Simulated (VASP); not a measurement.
# Si (Fd-3m) in VASP: further runs

Aim: see how the results for Si move with the level of theory and the settings. Levels: PBE-based screened hybrid with 5 % exact exchange, HSE06. Tasks: single point.

Everything below comes from runs of VASP 6.6.1. Logs are shortened: lines on timing, memory, paths and dates and some standing lists are left out, and cuts for length are marked.

## Step 1: The cell of the first run

It takes space group Fd-3m (No. 227, cubic). Conventional cell: a = 5.444 Å, b = 5.444 Å, c = 5.444 Å, α = 90.00°, β = 90.00°, γ = 90.00°. Si (site symmetry -43m) has 4 Si at 2.36 Å within 3.1 Å.

## Step 2: Single point, PBE-based screened hybrid with 5 % exact exchange

The input, POSCAR:

```
Si
1.0
    0.0000000000      2.7221188962      2.7221188962
    2.7221188962      0.0000000000      2.7221188962
    2.7221188962      2.7221188962      0.0000000000
Si
2
Direct
    0.0000000000      0.0000000000      0.0000000000
    0.2500000000      0.2500000000      0.2500000000
```

The input, INCAR.step1:

```
SYSTEM = Si
PREC = Accurate
ENCUT = 520
EDIFF = 1E-5
ISMEAR = 0
SIGMA = 0.01
LREAL = .False.
LASPH = .True.
NELM = 60
ALGO = Normal
ISIF = 2
LWAVE = .True.
LCHARG = .False.
NBANDS = 11
GGA = PE
```

The input, INCAR.step2:

```
SYSTEM = Si
PREC = Accurate
ENCUT = 520
EDIFF = 1E-6
ISMEAR = 0
SIGMA = 0.01
LREAL = .False.
LASPH = .True.
NELM = 60
ALGO = Normal
ISIF = 2
LWAVE = .False.
LCHARG = .False.
GGA = PE
LHFCALC = .True.
AEXX = 0.05
HFSCREEN = 0.3
PRECFOCK = Normal
NBANDS = 11
ISTART = 1
```

The input, KPOINTS:

```
Automatic mesh
0
Gamma
  4 4 4
  0 0 0
```

Potentials or basis: VASP PAW PBE potentials, release 64 (Si).

Launch:

```sh
$ cat potpaw_PBE.64/Si/POTCAR > POTCAR
$ cp INCAR.step1 INCAR
$ mpirun -np 1 vasp_std > vasp.out
$ cp INCAR.step2 INCAR
$ mpirun -np 1 vasp_std > vasp.out
```

OUTCAR:

```text
SYSTEM = Si
   PREC = Accurate
   ENCUT = 520
   EDIFF = 1E-6
   ISMEAR = 0
   LREAL = .False.
   LASPH = .True.
   NELM = 60
   ISIF = 2
   GGA = PE
   LHFCALC = .True.
   AEXX = 0.05
   HFSCREEN = 0.3
   PRECFOCK = Normal
   ISTART = 1

 ion  position               nearest neighbor table
   1  0.000  0.000  0.000-   2 2.36   2 2.36   2 2.36   2 2.36
   2  0.250  0.250  0.250-   1 2.36   1 2.36   1 2.36   1 2.36

  LATTYP: Found a face centered cubic cell.
 ALAT       =     5.4442377924

  Lattice vectors:

 A1 = (   0.0000000000,   2.7221188962,   2.7221188962)
 A2 = (   2.7221188962,   0.0000000000,   2.7221188962)
 A3 = (   2.7221188962,   2.7221188962,   0.0000000000)

Analysis of symmetry for initial positions (statically):
=====================================================================
 Subroutine PRICEL returns:
 Original cell was already a primitive cell.

 Routine SETGRP: Setting up the symmetry group for a
 face centered cubic supercell.

 Subroutine GETGRP returns: Found 48 space group operations
 (whereof 24 operations were pure point group operations)
 out of a pool of 48 trial point group operations.

The static configuration has the point symmetry T_d .
 The point group associated with its full space group is O_h .

Analysis of symmetry for dynamics (positions and initial velocities):
=====================================================================
 Subroutine PRICEL returns:
 Original cell was already a primitive cell.

 Routine SETGRP: Setting up the symmetry group for a
 face centered cubic supercell.

 Subroutine GETGRP returns: Found 48 space group operations
 (whereof 24 operations were pure point group operations)
 out of a pool of 48 trial point group operations.

The dynamic configuration has the point symmetry T_d .
 The point group associated with its full space group is O_h .

 Subroutine INISYM returns: Found 48 space group operations
 (whereof 24 operations are pure point group operations),
 and found     1 'primitive' translations

----------------------------------------------------------------------------------------

                                     Primitive cell

  volume of cell :      40.3414

  direct lattice vectors                    reciprocal lattice vectors
     0.000000000  2.722118896  2.722118896    -0.183680441  0.183680441  0.183680441
     2.722118896  0.000000000  2.722118896     0.183680441 -0.183680441  0.183680441
     2.722118896  2.722118896  0.000000000     0.183680441  0.183680441 -0.183680441

  length of vectors
     3.849657461  3.849657461  3.849657461     0.318143857  0.318143857  0.318143857

  position of ions in fractional coordinates (direct lattice)
     0.000000000  0.000000000  0.000000000
     0.250000000  0.250000000  0.250000000

  ion indices of the primitive-cell ions
   primitive index   ion index
                 1           1
                 2           2

----------------------------------------------------------------------------------------

 KPOINTS: Automatic mesh

Automatic generation of k-mesh.
 Grid dimensions read from file:
 generate k-points for:    4    4    4

 Generating k-lattice:

  Cartesian coordinates                     Fractional coordinates (reciprocal lattice)
    -0.045920110  0.045920110  0.045920110     0.250000000  0.000000000  0.000000000
     0.045920110 -0.045920110  0.045920110     0.000000000  0.250000000  0.000000000
     0.045920110  0.045920110 -0.045920110     0.000000000  0.000000000  0.250000000

  Length of vectors
     0.079535964  0.079535964  0.079535964

  Shift w.r.t. Gamma in fractional coordinates (k-lattice)
     0.000000000  0.000000000  0.000000000

 Subroutine IBZKPT returns following result:
 ===========================================

 Found      8 irreducible k-points:

 Following reciprocal coordinates:
            Coordinates               Weight
  0.000000  0.000000  0.000000      1.000000
  0.250000  0.000000  0.000000      8.000000
  0.500000  0.000000  0.000000      4.000000
  0.250000  0.250000  0.000000      6.000000
  0.500000  0.250000  0.000000     24.000000
 -0.250000  0.250000  0.000000     12.000000
  0.500000  0.500000  0.000000      3.000000
 -0.250000  0.500000  0.250000      6.000000
   k-points           NKPTS =      8   k-points in BZ     NKDIM =     64   number of bands    NBANDS=     11
   number of dos      NEDOS =    301   number of ions     NIONS =      2
   total plane-waves  NPLWV =  27000
   dimension x,y,z NGX =    30 NGY =   30 NGZ =   30
   dimension x,y,z NGXF=    60 NGYF=   60 NGZF=   60
   ions per type =               2
   NGX,Y,Z   is equivalent  to a cutoff of  12.96, 12.96, 12.96 a.u.
   NGXF,Y,Z  is equivalent  to a cutoff of  25.91, 25.91, 25.91 a.u.
 SYSTEM =  Si
   PREC   = accura    normal or accurate (medium, high low for compatibility)
   ISTART =      1    job   : 0-new  1-cont  2-samecut
   ICHARG =      0    charge: 1-file 2-atom 10-const
   ISPIN  =      1    spin polarized calculation?
   LNONCOLLINEAR =      F non collinear calculations
   LSORBIT =      F    spin-orbit coupling
   LASPH  =      T    aspherical Exc in radial PAW
   ENCUT  =  520.0 eV  38.22 Ry    6.18 a.u.   7.16  7.16  7.16*2*pi/ulx,y,z
   NELM   =     60;   NELMIN=  2; NELMDL=  0     # of ELM steps
   EDIFF  = 0.1E-05   stopping-criterion for ELM
   LREAL  =      F    real-space projection
   EDIFFG = 0.1E-04   stopping-criterion for IOM
   NSW    =      0    number of steps for IOM
   IBRION =     -1    ionic relax: 0-MD 1-quasi-New 2-CG
   NFREE  =      0    steps in history (QN), initial steepest desc. (CG)
   ISIF   =      2    stress and relaxation
   ISYM   =      3    0-nonsym 1-usesym 2-fastsym
   POTIM  = 0.5000    time-step for ionic-motion
   TEBEG  =    0.0;   TEEND  =   0.0 temperature during run
   PSTRESS=    0.0 pullay stress
   NELECT =       8.0000    total number of electrons
   NUPDOWN=      -1.0000    fix difference up-down
   EMIN   =  10.00;   EMAX   =-10.00  energy-range for DOS
   EFERMI =   0.00;   METHOD = LEGACY
   ISMEAR =     0;   SIGMA  =   0.01  broadening in eV -4-tet -1-fermi 0-gaus
   EFERMI_NEDOS =   21; number of points for ismear=-14 and -15
   IALGO  =     38    algorithm
   IMIX   =      1    mixing-type and parameters
     AMIX     =   0.40;   BMIX     =  1.00
     AMIX_MAG =   1.60;   BMIX_MAG =  1.00
  volume/ion in A,a.u.               =      20.17       136.12
  Fermi-wavevector in a.u.,A,eV,Ry     =   0.954672  1.804069 12.400344  0.911400
  Thomas-Fermi vector in A             =   2.083440
   LORBIT       =      0    0 simple, 1 ext, 2 COOP (PROOUT), +10 PAW based schemes
   GGA     = PE    functional components
   LHFCALC =     T    Hartree Fock is set to
   PRECFOCK=normal    Normal, Fast or Accurate (Low or Medium for compatibility)
   ENCUT4O =  -1.0   cutoff for four orbital integrals eV
   NKREDX  =     1    reduce k-point grid by
   NKREDY  =     1    reduce k-point grid by
   NKREDZ  =     1    reduce k-point grid by
   AEXX    =    0.0500 exact exchange contribution
   HFSCREEN=    0.3000 screening length (either q_TF or 0.3 A-1)
   HFSCREENC=   0.3000 screening length for correlation (either q_TF or 0.3 A-1)
   ENCUTFOCK=  -1.0 apply spherical cutoff to Coloumb kernel
   IVDW    =     0    specifies the selected vdW correction
   LEPSILON=     F    determine dielectric tensor
   LRPA    =     F    only Hartree local field effects (RPA)
 non-spin polarized calculation
 Gauss-broadening in eV      SIGMA  =   0.01
  energy-cutoff  :      520.00
  volume of cell :       40.34
 maximum number of plane-waves:      1106
 NGX is ok and might be reduce to    30
  NGX = 24; NGY = 24; NGZ = 24

 number of electron       8.0000001 magnetization

 Free energy of the ion-electron system (eV)
  ---------------------------------------------------
  ext. energy  EPLUGINS =         0.00000000
  ---------------------------------------------------
  free energy    TOTEN  =       -10.92700045 eV

  energy without entropy =      -10.92700045  energy(sigma->0) =      -10.92700045

 E-fermi :   5.8203     XC(G=0):  -9.0716

 val. band max:        5.7382034364   @ k =   0.0000   0.0000   0.0000
 cond. band min:       6.5359632175   @ k =   0.5000   0.5000   0.0000
 fundamental gap:      0.7977597812
 Fermi energy:         5.8202800735

 k-point     1 :       0.0000    0.0000    0.0000
  band No.  band energies     occupation
      1      -6.4138      2.00000
      2       5.7382      2.00000
      3       5.7382      2.00000
      4       5.7382      2.00000
      5       8.4026      0.00000
      6       8.4026      0.00000
      7       8.4026      0.00000
      8       9.1830      0.00000
      9      13.6055      0.00000
     10      13.6055      0.00000
     11      13.8006      0.00000

 k-point     2 :       0.2500    0.0000    0.0000
  band No.  band energies     occupation
      1      -5.6018      2.00000
      2       1.7640      2.00000
      3       4.9727      2.00000
      4       4.9727      2.00000
      5       7.8527      0.00000
      6       9.3524      0.00000
      7       9.3524      0.00000
      8      12.7742      0.00000
      9      13.0713      0.00000
     10      13.0713      0.00000
     11      14.8480      0.00000

 k-point     3 :       0.5000    0.0000    0.0000
  band No.  band energies     occupation
      1      -4.0491      2.00000
      2      -1.3254      2.00000
      3       4.5256      2.00000
      4       4.5256      2.00000
      5       7.3563      0.00000
      6       9.1873      0.00000
      7       9.1873      0.00000
      8      13.5882      0.00000
      9      16.4582      0.00000
     10      16.4582      0.00000
     11      17.2332      0.00000
[... 43 lines left out ...]
 k-point     7 :       0.5000    0.5000    0.0000
  band No.  band energies     occupation
      1      -2.2026      2.00000
      2      -2.2026      2.00000
      3       2.8534      2.00000
      4       2.8534      2.00000
      5       6.5360      0.00000
      6       6.5360      0.00000
      7      16.0096      0.00000
      8      16.0096      0.00000
      9      16.8882      0.00000
     10      16.8882      0.00000
     11      18.4316      0.00000

 k-point     8 :      -0.2500    0.5000    0.2500
  band No.  band energies     occupation
      1      -2.0386      2.00000
      2      -2.0386      2.00000
      3       1.8553      2.00000
      4       1.8553      2.00000
      5      10.1168      0.00000
      6      10.1168      0.00000
      7      10.8584      0.00000
      8      10.8584      0.00000
      9      16.4854      0.00000
     10      16.4854      0.00000
     11      18.9374      0.00000

------------------------ aborting loop because EDIFF is reached ----------------------------------------

  FORCE on cell =-STRESS in cart. coord.  units (eV):
  Direction    XX          YY          ZZ          XY          YZ          ZX
  --------------------------------------------------------------------------------------
  -------------------------------------------------------------------------------------
  Total        0.3805916      0.3805916      0.3805916     -0.0000000     -0.0000000     -0.0000000
  in kB       15.1153595     15.1153595     15.1153595     -0.0000000     -0.0000000     -0.0000000
  external PRESSURE =      15.1153595 kB  Pullay stress =       0.0000000 kB

 VOLUME and BASIS-vectors are now :
 -----------------------------------------------------------------------------
  energy-cutoff  :      520.00
  volume of cell :       40.34
      direct lattice vectors                 reciprocal lattice vectors
     0.000000000  2.722118896  2.722118896    -0.183680441  0.183680441  0.183680441
     2.722118896  0.000000000  2.722118896     0.183680441 -0.183680441  0.183680441
     2.722118896  2.722118896  0.000000000     0.183680441  0.183680441 -0.183680441

 POSITION                                       TOTAL-FORCE (eV/Angst)
 -----------------------------------------------------------------------------------
      0.00000      0.00000      0.00000        -0.000000     -0.000000     -0.000000
      1.36106      1.36106      1.36106         0.000000      0.000000      0.000000
 -----------------------------------------------------------------------------------
    total drift:                               -0.000000     -0.000000     -0.000000

  FREE ENERGIE OF THE ION-ELECTRON SYSTEM (eV)
  ---------------------------------------------------
  free  energy   TOTEN  =       -10.9270004542 eV

  energy  without entropy=      -10.9270004542  energy(sigma->0) =      -10.92700045
```

It took 76 s on 1 thread of Intel Xeon Platinum 8259CL at 2.50GHz (Skylake/Cascade Lake), shared host; peak memory 0.26 GiB.

Results:

| Item | Value |
| --- | --- |
| Free energy | -10.9270 eV |
| Pressure | 1.5 GPa |
| Band gap on the k mesh | 0.80 eV (least direct gap 2.66 eV) |

Caveat: the k points lie up to 0.50 Å⁻¹ apart; the PAW data sets were made with another functional, which shifts forces and pressure a little.

## Step 3: Single point, PBE-based screened hybrid with 5 % exact exchange

POSCAR is that of step 2.

The input, INCAR.step1:

```
  PREC = Accurate
  ENCUT = 520
  EDIFF = 1E-5
  ISMEAR = 0
  SIGMA = 0.01
  LREAL = F
  LASPH = T
  NELM = 100
  ALGO = Normal
  ISIF = 2
  LWAVE = T
  GGA = PE
  NBANDS = 11
```

The input, INCAR.step2:

```
  PREC = Accurate
  ENCUT = 520
  EDIFF = 1E-6
  ISMEAR = 0
  SIGMA = 0.01
  LREAL = F
  LASPH = T
  NELM = 100
  ALGO = Normal
  ISIF = 2
  LWAVE = F
  LCHARG = T
  GGA = PE
  LHFCALC = T
  AEXX = 0.05
  HFSCREEN = 0.5
  PRECFOCK = Normal
  LELF = T
  LVHAR = T
  ISTART = 1
  NBANDS = 11
```

The input, KPOINTS:

```
regular mesh
0
Gamma
  4 4 4
```

Potentials or basis: VASP PAW PBE potentials, release 64 (Si).

Launch:

```sh
$ cat potpaw_PBE.64/Si/POTCAR > POTCAR
$ cp INCAR.step1 INCAR
$ mpirun -np 1 vasp_std > vasp.out
$ cp INCAR.step2 INCAR
$ mpirun -np 1 vasp_std > vasp.out
```

It took 75 s on 1 thread of Intel Xeon Platinum 8259CL at 2.50GHz (Skylake/Cascade Lake), shared host; peak memory 0.25 GiB.

Results (log left out):

```yaml
Free_energy: -10.8179 eV
Pressure: 1.6 GPa
Band_gap_on_the_k_mesh: 0.76 eV (least direct gap 2.62 eV)
```

Levels at points of the mesh, in eV from the valence-band top:
```tsv
k point	band 1	band 2	band 3	band 4	band 5	band 6	band 7	band 8	band 9
(0.00, 0.00, 0.00)	-12.08	0.00	0.00	0.00	2.62	2.62	2.62	3.39	7.80
(0.50, 0.00, 0.00)	-9.73	-7.02	-1.21	-1.21	1.57	3.40	3.40	7.79	10.65
(0.50, 0.50, 0.00)	-7.89	-7.89	-2.87	-2.87	0.76	0.76	10.19	10.19	11.08
```

Caveat: the k points lie up to 0.50 Å⁻¹ apart; the PAW data sets were made with another functional, which shifts forces and pressure a little. A k mesh can miss the band edges.

## Step 4: Single point, HSE06

POSCAR is that of step 3.

The input, INCAR.step1:

```
PREC = Accurate ; ENCUT = 520
EDIFF = 1E-5 ; ISMEAR = 1
SIGMA = 0.05 ; LREAL = False
LASPH = True ; NELM = 100
ALGO = Normal ; ISIF = 2
LWAVE = True ; LCHARG = False
GGA = PE ; NBANDS = 11
```

The input, INCAR.step2:

```
PREC = Accurate ; ENCUT = 520
EDIFF = 1E-7 ; ISMEAR = 1
SIGMA = 0.05 ; LREAL = False
LASPH = True ; NELM = 100
ALGO = Normal ; ISIF = 2
LWAVE = False ; LCHARG = False
GGA = PE ; LHFCALC = True
HFSCREEN = 0.2079 ; PRECFOCK = Normal
ISTART = 1 ; NBANDS = 11
```

KPOINTS is that of step 3.

Launch:

```sh
$ cat potpaw_PBE.64/Si/POTCAR > POTCAR
$ cp INCAR.step1 INCAR
$ mpirun -np 1 vasp_std > vasp.out
$ cp INCAR.step2 INCAR
$ mpirun -np 1 vasp_std > vasp.out
```

Run time: 2 min. Hardware: 1 thread of Intel Xeon Platinum 8259CL at 2.50GHz (Skylake/Cascade Lake), shared host; peak memory 0.25 GiB.

The run converged. Its results:

```yaml
Free_energy: -12.3835 eV
Pressure: 0.0 GPa
Band_gap_on_the_k_mesh: 1.34 eV (least direct gap 3.35 eV)
```

Levels at points of the mesh, in eV from the valence-band top:
| k point | band 1 | band 2 | band 3 | band 4 | band 5 | band 6 | band 7 | band 8 |
| --- | --- | --- | --- | --- | --- | --- | --- | --- |
| (0.00, 0.00, 0.00) | -13.20 | 0.00 | 0.00 | 0.00 | 3.35 | 3.35 | 3.35 | 4.29 |
| (0.50, 0.00, 0.00) | -10.63 | -7.64 | -1.30 | -1.30 | 2.26 | 4.16 | 4.16 | 8.63 |
| (0.50, 0.50, 0.00) | -8.61 | -8.61 | -3.11 | -3.11 | 1.34 | 1.34 | 11.44 | 11.44 |

Caveat: the k points lie up to 0.50 Å⁻¹ apart; the PAW data sets were made with another functional, which shifts forces and pressure a little. A k mesh can miss the band edges.

## Step 5: Summary

| level | smearing | share of exact exchange | screening parameter | gap on the mesh (eV) | pressure (GPa) |
| --- | --- | --- | --- | --- | --- |
| PBE-based screened hybrid with 5 % exact exchange | gaussian 0.01 eV | 0.05 | 0.3 1/Å | 0.80 | 1.5 |
| PBE-based screened hybrid with 5 % exact exchange | gaussian 0.01 eV | 0.05 | 0.5 1/Å | 0.76 | 1.6 |
| HSE06 | methfessel-paxton 0.05 eV | 0.25 | 0.2079 1/Å | 1.34 | 0.0 |

Alike in all rows: task single point; potentials or basis VASP PAW PBE potentials, release 64 (Si); no spin polarisation; cell as given; k mesh 4 × 4 × 4; cutoff (eV) 520.

Caveats: all runs use coarse meshes; the PAW data sets were made with another functional, which shifts forces and pressure a little.

Absolute energies hang on the potentials; compare differences alone.
